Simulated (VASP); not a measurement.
CeO2:

```
Ce O
1.0
     0.00000    2.66711    2.66711
     2.66711    0.00000    2.66711
     2.66711    2.66711    0.00000
Ce O
1 2
Cartesian
  0.0000 0.0000 0.0000
  4.0007 4.0007 4.0007
  1.3336 1.3336 1.3336
```

Base run:

| Property | Result |
| --- | --- |
| Program | VASP 6.6.1 |
| Functional | PBE |
| Potentials or basis | VASP PAW PBE potentials, release 64 (Ce, O) |
| Cutoff | 520 eV |
| k mesh | 9 × 9 × 9 |
| Occupations | fermi-dirac, width 0.05 eV |
| Spin | collinear spin, ferromagnetic start |
| Starting moments | [1.0, 0.0, 0.0] μB |

Its results: band gap on the k mesh 2.14 eV (least direct gap 2.20 eV); pressure 14.7 GPa; net moment 0.00 μB per cell.

**Question.** The run is repeated on the same cell with these changes: functional from PBE to r2SCAN. What comes out?

**Answer.** Band gap on the k mesh 2.42 eV (least direct gap 2.50 eV); pressure 12.2 GPa; net moment 0.00 μB per cell.

Caveats: the magnetic or orbital state may not be the lowest; the cell stands under pressure; the moments typed at the start vanished in this run; spin-orbit coupling is left out, which moves the levels of the heavy elements; an odd mesh through Γ misses points on the zone boundary, where band edges can lie; the PAW data sets were made with another functional, which shifts forces and pressure a little (at least some runs).
